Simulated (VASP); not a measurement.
# VH2 in VASP: a series of runs

VH2 is run at these levels: r2SCAN; tasks: single point.

Everything below comes from runs of VASP 6.6.1. Logs are shortened: lines on timing, memory, paths and dates and some standing lists are left out, and cuts for length are marked.

**1. The cell of the first run**

It takes space group I4/mmm (No. 139, tetragonal). Conventional cell: a = 2.931 Å, b = 2.931 Å, c = 4.213 Å, α = 90.00°, β = 90.00°, γ = 90.00°. Within 2.4 Å of V (site symmetry 4/mmm) lie 8 H at 1.80 Å. Within 2.4 Å of H (site symmetry -4m2) lie 4 V at 1.80 Å and 6 H at 2.07 to 2.11 Å.

**2. Single point, r2SCAN (biaxial strain in the a-b plane: -1.0 %)**

POSCAR

```
VH2
1.0
    2.0728168170      2.0728168170      0.0000000000
   -2.0728168170      2.0728168170      0.0000000000
    0.0000000000      0.0000000000      4.2126337736
V H
2 4
Direct
    0.0000000000      0.0000000000      0.0000000000
    0.5000000000      0.5000000000      0.5000000000
    0.0000000000      0.5000000000      0.7500000000
    0.5000000000      0.0000000000      0.7500000000
    0.5000000000      0.0000000000      0.2500000000
    0.0000000000      0.5000000000      0.2500000000
```

INCAR.step1

```
SYSTEM = VH2
  PREC = Accurate
  ENCUT = 520
  ISMEAR = 0
  SIGMA = 0.1
  LREAL = .False.
  LASPH = .True.
  NELM = 60
  NBANDS = 24
  GGA = PE
  ALGO = Normal
  EDIFF = 1E-4
  LWAVE = .True.
  LCHARG = .False.
```

INCAR.step2

```
SYSTEM = VH2
  PREC = Accurate
  ENCUT = 520
  EDIFF = 1E-6
  ISMEAR = 0
  SIGMA = 0.1
  LREAL = .False.
  LASPH = .True.
  NELM = 60
  ALGO = Normal
  ISIF = 2
  LWAVE = .False.
  LCHARG = .True.
  METAGGA = R2SCAN
  LMIXTAU = .True.
  LELF = .True.
  LVHAR = .True.
  NBANDS = 24
  ISTART = 1
```

KPOINTS

```
Automatic mesh
0
Gamma
  12 12 8
  0 0 0
```

Potentials or basis: VASP PAW PBE potentials, release 64 (V_sv, H).

Started as:

```bash
$ cat potpaw_PBE.64/V_sv/POTCAR potpaw_PBE.64/H/POTCAR > POTCAR
$ cp INCAR.step1 INCAR
$ mpirun -np 1 vasp_std > vasp.out
$ cp INCAR.step2 INCAR
$ mpirun -np 1 vasp_std > vasp.out
```

OUTCAR:

```text
SYSTEM = VH2
   PREC = Accurate
   ENCUT = 520
   EDIFF = 1E-6
   ISMEAR = 0
   LREAL = .False.
   LASPH = .True.
   NELM = 60
   ISIF = 2
   METAGGA = R2SCAN
   ISTART = 1

 ion  position               nearest neighbor table
   1  0.000  0.000  0.000-   3 1.80   4 1.80   5 1.80   6 1.80   3 1.80   6 1.80   4 1.80   5 1.80

   2  0.500  0.500  0.500-   3 1.80   4 1.80   5 1.80   6 1.80   4 1.80   5 1.80   3 1.80   6 1.80

   3  0.000  0.500  0.750-   1 1.80   2 1.80   1 1.80   2 1.80
   4  0.500  0.000  0.750-   1 1.80   2 1.80   2 1.80   1 1.80
   5  0.500  0.000  0.250-   1 1.80   2 1.80   2 1.80   1 1.80
   6  0.000  0.500  0.250-   1 1.80   2 1.80   1 1.80   2 1.80

  LATTYP: Found a simple tetragonal cell.
 ALAT       =     2.9314056549
 C/A-ratio  =     1.4370695392

  Lattice vectors:

 A1 = (   2.0728168170,   2.0728168170,   0.0000000000)
 A2 = (  -2.0728168170,   2.0728168170,   0.0000000000)
 A3 = (   0.0000000000,   0.0000000000,   4.2126337736)

Analysis of symmetry for initial positions (statically):
=====================================================================
 Subroutine PRICEL returns following result:

  LATTYP: Found a body centered tetragonal cell.
 ALAT       =     2.9314056549
 C/A-ratio  =     1.4370695392

  Lattice vectors:

 A1 = (   2.0728168170,   0.0000000000,  -2.1063168868)
 A2 = (  -2.0728168170,   0.0000000000,  -2.1063168868)
 A3 = (   0.0000000000,   2.0728168170,   2.1063168868)

   2 primitive cells build up your supercell.

 Routine SETGRP: Setting up the symmetry group for a
 simple tetragonal supercell.

 Subroutine GETGRP returns: Found 16 space group operations
 (whereof 16 operations were pure point group operations)
 out of a pool of 16 trial point group operations.

The static configuration has the point symmetry D_4h.

Analysis of symmetry for dynamics (positions and initial velocities):
=====================================================================
 Subroutine PRICEL returns following result:

  LATTYP: Found a body centered tetragonal cell.
 ALAT       =     2.9314056549
 C/A-ratio  =     1.4370695392

  Lattice vectors:

 A1 = (   2.0728168170,   0.0000000000,  -2.1063168868)
 A2 = (  -2.0728168170,   0.0000000000,  -2.1063168868)
 A3 = (   0.0000000000,   2.0728168170,   2.1063168868)

   2 primitive cells build up your supercell.

 Routine SETGRP: Setting up the symmetry group for a
 simple tetragonal supercell.

 Subroutine GETGRP returns: Found 16 space group operations
 (whereof 16 operations were pure point group operations)
 out of a pool of 16 trial point group operations.

The dynamic configuration has the point symmetry D_4h.

 Subroutine INISYM returns: Found 16 space group operations
 (whereof 16 operations are pure point group operations),
 and found     2 'primitive' translations

----------------------------------------------------------------------------------------

                                     Primitive cell

  volume of cell :      18.0999

  direct lattice vectors                    reciprocal lattice vectors
     2.072816817  0.000000000 -2.106316887     0.241217649  0.241217649 -0.237381186
    -2.072816817  0.000000000 -2.106316887    -0.241217649  0.241217649 -0.237381186
     0.000000000  2.072816817  2.106316887     0.000000000  0.482435299  0.000000000

  length of vectors
     2.955188722  2.955188722  2.955188722     0.415598046  0.415598046  0.482435299

  position of ions in fractional coordinates (direct lattice)
     0.000000000  0.000000000  0.000000000
     0.250000000  0.750000000  0.500000000
     0.750000000  0.250000000  0.500000000

  ion indices of the primitive-cell ions
   primitive index   ion index
                 1           1
                 2           3
                 3           4

----------------------------------------------------------------------------------------

 KPOINTS: Automatic mesh

Automatic generation of k-mesh.
 Grid dimensions read from file:
 generate k-points for:   12   12    8

 Generating k-lattice:

  Cartesian coordinates                     Fractional coordinates (reciprocal lattice)
     0.020101471  0.020101471  0.000000000     0.083333333  0.000000000  0.000000000
    -0.020101471  0.020101471  0.000000000     0.000000000  0.083333333  0.000000000
     0.000000000  0.000000000  0.029672648     0.000000000  0.000000000  0.125000000

  Length of vectors
     0.028427773  0.028427773  0.029672648

  Shift w.r.t. Gamma in fractional coordinates (k-lattice)
     0.000000000  0.000000000  0.000000000

 Subroutine IBZKPT returns following result:
 ===========================================

 Found    140 irreducible k-points:

 Following reciprocal coordinates:
            Coordinates               Weight
  0.000000  0.000000  0.000000      1.000000
  0.083333  0.000000  0.000000      4.000000
  0.166667  0.000000  0.000000      4.000000
  0.250000  0.000000  0.000000      4.000000
  0.333333  0.000000  0.000000      4.000000
  0.416667  0.000000  0.000000      4.000000
[... 16 lines left out ...]
  0.333333  0.333333  0.000000      4.000000
  0.416667  0.333333  0.000000      8.000000
 [... further k-points ...]
   k-points           NKPTS =    140   k-points in BZ     NKDIM =    140   number of bands    NBANDS=     24
   number of dos      NEDOS =    301   number of ions     NIONS =      6
   total plane-waves  NPLWV =  18432
   dimension x,y,z NGX =    24 NGY =   24 NGZ =   32
   dimension x,y,z NGXF=    48 NGYF=   48 NGZF=   64
   ions per type =               2   4
   NGX,Y,Z   is equivalent  to a cutoff of  13.61, 13.61, 12.63 a.u.
   NGXF,Y,Z  is equivalent  to a cutoff of  27.22, 27.22, 25.26 a.u.
 SYSTEM =  VH2
   PREC   = accura    normal or accurate (medium, high low for compatibility)
   ISTART =      1    job   : 0-new  1-cont  2-samecut
   ICHARG =      0    charge: 1-file 2-atom 10-const
   ISPIN  =      1    spin polarized calculation?
   LNONCOLLINEAR =      F non collinear calculations
   LSORBIT =      F    spin-orbit coupling
   LASPH  =      T    aspherical Exc in radial PAW
   ENCUT  =  520.0 eV  38.22 Ry    6.18 a.u.   5.45  5.45  7.83*2*pi/ulx,y,z
   NELM   =     60;   NELMIN=  2; NELMDL=  0     # of ELM steps
   EDIFF  = 0.1E-05   stopping-criterion for ELM
   LREAL  =      F    real-space projection
   EDIFFG = 0.1E-04   stopping-criterion for IOM
   NSW    =      0    number of steps for IOM
   IBRION =     -1    ionic relax: 0-MD 1-quasi-New 2-CG
   NFREE  =      0    steps in history (QN), initial steepest desc. (CG)
   ISIF   =      2    stress and relaxation
   ISYM   =      2    0-nonsym 1-usesym 2-fastsym
   POTIM  = 0.5000    time-step for ionic-motion
   TEBEG  =    0.0;   TEEND  =   0.0 temperature during run
   PSTRESS=    0.0 pullay stress
   NELECT =      30.0000    total number of electrons
   NUPDOWN=      -1.0000    fix difference up-down
   EMIN   =  10.00;   EMAX   =-10.00  energy-range for DOS
   EFERMI =   0.00;   METHOD = LEGACY
   ISMEAR =     0;   SIGMA  =   0.10  broadening in eV -4-tet -1-fermi 0-gaus
   EFERMI_NEDOS =   21; number of points for ismear=-14 and -15
   IALGO  =     38    algorithm
   IMIX   =      4    mixing-type and parameters
     AMIX     =   0.40;   BMIX     =  1.00
     AMIX_MAG =   1.60;   BMIX_MAG =  1.00
  volume/ion in A,a.u.               =       6.03        40.71
  Fermi-wavevector in a.u.,A,eV,Ry     =   1.537730  2.905888 32.172517  2.364613
  Thomas-Fermi vector in A             =   2.644198
   LORBIT       =      0    0 simple, 1 ext, 2 COOP (PROOUT), +10 PAW based schemes
   METAGGA = R2SCAN    functional components
   LHFCALC =     F    Hartree Fock is set to
   AEXX    =    0.0000 exact exchange contribution
   IVDW    =     0    specifies the selected vdW correction
   LEPSILON=     F    determine dielectric tensor
   LRPA    =     F    only Hartree local field effects (RPA)
 non-spin polarized calculation
 Gauss-broadening in eV      SIGMA  =   0.10
  energy-cutoff  :      520.00
  volume of cell :       36.20
 maximum number of plane-waves:       999
 NGX is ok and might be reduce to    24

 number of electron      30.0000024 magnetization

 Free energy of the ion-electron system (eV)
  ---------------------------------------------------
  ext. energy  EPLUGINS =         0.00000000
  ---------------------------------------------------
  free energy    TOTEN  =       -43.47208930 eV

  energy without entropy =      -43.45889734  energy(sigma->0) =      -43.46549332

 E-fermi :   8.9953     XC(G=0): -13.4347

 val. band max:        8.9835189649   @ k =   0.4167   0.2500   0.3750
 cond. band min:       9.0036531225   @ k =   0.0833   0.0000   0.3750
 fundamental gap:      0.0201341576
 Fermi energy:         8.9952602926

 k-point     1 :       0.0000    0.0000    0.0000
  band No.  band energies     occupation
      1     -58.2384      2.00000
      2     -58.1508      2.00000
      3     -31.2072      2.00000
      4     -30.9097      2.00000
      5     -30.9097      2.00000
      6     -30.7756      2.00000
[... 16 lines left out ...]
     23      17.8219      0.00000
     24      17.8219      0.00000

 k-point     2 :       0.0833    0.0000    0.0000
  band No.  band energies     occupation
      1     -58.2352      2.00000
      2     -58.1507      2.00000
      3     -31.1976      2.00000
      4     -30.9244      2.00000
      5     -30.9061      2.00000
      6     -30.7890      2.00000
[... 16 lines left out ...]
     23      16.4430      0.00000
     24      18.1108      0.00000

 k-point     3 :       0.1667    0.0000    0.0000
  band No.  band energies     occupation
      1     -58.2265      2.00000
      2     -58.1506      2.00000
      3     -31.1697      2.00000
      4     -30.9639      2.00000
      5     -30.8957      2.00000
      6     -30.8434      2.00000
[... 16 lines left out ...]
     23      16.3788      0.00000
     24      18.9038      0.00000
[... 514 lines left out ...]
 k-point    23 :       0.3333    0.3333    0.0000
  band No.  band energies     occupation
      1     -58.1696      2.00000
      2     -58.1476      2.00000
      3     -31.1301      2.00000
      4     -31.0999      2.00000
      5     -30.9920      2.00000
      6     -30.9265      2.00000
[... 16 lines left out ...]
     23      16.3911      0.00000
     24      17.0475      0.00000

 k-point    24 :       0.4167    0.3333    0.0000
  band No.  band energies     occupation
      1     -58.1599      2.00000
      2     -58.1485      2.00000
      3     -31.1569      2.00000
      4     -31.1415      2.00000
      5     -30.9591      2.00000
      6     -30.9231      2.00000
[... 16 lines left out ...]
     23      16.5623      0.00000
     24      17.2610      0.00000

 [... further k-points ...]
[... 5 lines left out ...]
  --------------------------------------------------------------------------------------
  -------------------------------------------------------------------------------------
  Total        0.9422585      0.9422585      0.2304462      0.0000000      0.0000000      0.0000000
  in kB       41.7037508     41.7037508     10.1993978      0.0000000      0.0000000      0.0000000
  external PRESSURE =      31.2022998 kB  Pullay stress =       0.0000000 kB

 VOLUME and BASIS-vectors are now :
 -----------------------------------------------------------------------------
  energy-cutoff  :      520.00
  volume of cell :       36.20
      direct lattice vectors                 reciprocal lattice vectors
     2.072816817  2.072816817  0.000000000     0.241217649  0.241217649  0.000000000
    -2.072816817  2.072816817  0.000000000    -0.241217649  0.241217649  0.000000000
     0.000000000  0.000000000  4.212633774     0.000000000  0.000000000  0.237381186

 POSITION                                       TOTAL-FORCE (eV/Angst)
 -----------------------------------------------------------------------------------
      0.00000      0.00000      0.00000         0.000000      0.000000      0.000000
      0.00000      2.07282      2.10632        -0.000000      0.000000     -0.000000
     -1.03641      1.03641      3.15948        -0.000000     -0.000000      0.000000
      1.03641      1.03641      3.15948        -0.000000     -0.000000      0.000000
      1.03641      1.03641      1.05316        -0.000000     -0.000000      0.000000
     -1.03641      1.03641      1.05316        -0.000000     -0.000000      0.000000
 -----------------------------------------------------------------------------------
    total drift:                               -0.000000      0.000000     -0.000000

  FREE ENERGIE OF THE ION-ELECTRON SYSTEM (eV)
  ---------------------------------------------------
  free  energy   TOTEN  =       -43.4720892958 eV

  energy  without entropy=      -43.4588973368  energy(sigma->0) =      -43.46549332
```

It took 1.9 min on 1 thread of Intel Xeon 6975P-C (Granite Rapids), shared host; peak memory 0.22 GiB.

Results:

| Item | Value |
| --- | --- |
| Free energy | -43.4721 eV |
| Pressure | 3.1 GPa |
| Band gap on the k mesh | zero (bands 15 and 16 overlap by 2.67 eV) |

Caveat: the cell differs from its parent crystal (biaxial strain in the a-b plane: -1.0 %); the cell stands under pressure; the PAW data sets were made with another functional, which shifts forces and pressure a little.

**3. Single point, r2SCAN**

This run uses another cell than the first one: it holds 3 atoms, not 6.

POSCAR

```
VH2
1.0
    0.0000000000      2.0078628054      2.0078628054
    2.0078628054      0.0000000000      2.0078628054
    2.0078628054      2.0078628054      0.0000000000
V H
1 2
Direct
    0.0000000000      0.0000000000      0.0000000000
    0.2500000000      0.2500000000      0.2500000000
    0.7500000000      0.7500000000      0.7500000000
```

INCAR.step1

```
ALGO = Normal
EDIFF = 1E-4
ENCUT = 520
GGA = PE
ISMEAR = 0
LASPH = True
LCHARG = False
LREAL = False
LWAVE = True
NBANDS = 14
NELM = 80
PREC = Accurate
SIGMA = 0.1
```

INCAR.step2

```
ALGO = Normal
EDIFF = 1E-6
ENCUT = 520
ISIF = 2
ISMEAR = 0
ISTART = 1
LASPH = True
LCHARG = False
LMIXTAU = True
LREAL = False
LWAVE = False
METAGGA = R2SCAN
NBANDS = 14
NELM = 80
PREC = Accurate
SIGMA = 0.1
```

KPOINTS

```
k-points
0
Gamma
  16 16 16
```

Potentials or basis: VASP PAW PBE potentials, release 64 (V_sv, H).

Started as:

```bash
$ cat potpaw_PBE.64/V_sv/POTCAR potpaw_PBE.64/H/POTCAR > POTCAR
$ cp INCAR.step1 INCAR
$ mpirun -np 1 vasp_std > vasp.out
$ cp INCAR.step2 INCAR
$ mpirun -np 1 vasp_std > vasp.out
```

Wall time 37 s (1 thread of Intel Xeon 6975P-C (Granite Rapids), shared host); peak memory 0.17 GiB.

It converged, with:

| Quantity | Value |
| --- | --- |
| Free energy | -21.5478 eV |
| Pressure | 30.6 GPa |
| Band gap on the k mesh | zero (an odd number of electrons rules out a gap without spin polarisation) |

Levels at points of the mesh, in eV from the Fermi level:
```csv
k point,band 5,band 6,band 7,band 8,band 9,band 10,band 11,band 12
"(0.00, 0.00, 0.00)",-13.26,-1.25,-1.25,-1.25,0.98,0.99,0.99,18.19
"(0.50, 0.00, 0.00)",-9.42,-6.40,-1.09,-1.09,1.98,1.98,5.55,8.38
"(0.50, 0.50, 0.00)",-7.94,-6.35,-4.56,2.09,2.13,2.13,8.72,9.44
```

Caveat: the cell stands under pressure; the PAW data sets were made with another functional, which shifts forces and pressure a little; an odd number of electrons without spin polarisation forces a metal; a magnetic or distorted state may lie lower.

**4. Single point, r2SCAN**

This run uses another cell than the first one: it holds 3 atoms, not 6.

POSCAR

```
VH2
1.0
    0.0000000000      2.0453137819      2.0453137819
    2.0453137819      0.0000000000      2.0453137819
    2.0453137819      2.0453137819      0.0000000000
V H
1 2
Direct
    0.0000000000      0.0000000000      0.0000000000
    0.2500000000      0.2500000000      0.2500000000
    0.7500000000      0.7500000000      0.7500000000
```

Edit INCAR.step1 of step 3 so:

```diff
@@ -10,3 +10,3 @@
 NBANDS = 14
-NELM = 80
+NELM = 100
 PREC = Accurate
```

Edit INCAR.step2 of step 3 so:

```diff
@@ -13,3 +13,3 @@
 NBANDS = 14
-NELM = 80
+NELM = 100
 PREC = Accurate
```

KPOINTS is that of step 3.

Started as:

```bash
$ cat potpaw_PBE.64/V_sv/POTCAR potpaw_PBE.64/H/POTCAR > POTCAR
$ cp INCAR.step1 INCAR
$ mpirun -np 1 vasp_std > vasp.out
$ cp INCAR.step2 INCAR
$ mpirun -np 1 vasp_std > vasp.out
```

Run time: 37 s. Hardware: 1 thread of Intel Xeon 6975P-C (Granite Rapids), shared host; peak memory 0.17 GiB.

The run converged. Its results:

- Free energy: -21.6808 eV
- Pressure: 15.6 GPa
- Band gap on the k mesh: zero (an odd number of electrons rules out a gap without spin polarisation)

Levels at points of the mesh, in eV from the Fermi level:
```csv
k point,band 6,band 7,band 8,band 9,band 10,band 11
"(0.00, 0.00, 0.00)",-1.16,-1.16,-1.16,0.91,0.91,0.93
"(0.50, 0.00, 0.00)",-6.33,-1.01,-1.01,1.83,1.83,5.12
"(0.50, 0.50, 0.00)",-6.33,-4.26,1.93,1.97,1.97,8.15
```

Caveat: the cell stands under pressure; the PAW data sets were made with another functional, which shifts forces and pressure a little; an odd number of electrons without spin polarisation forces a metal; a magnetic or distorted state may lie lower.

(Part 1 of 2 ends here.)

The gap in the log of VASP goes by the Fermi energy; the results here count the filled bands.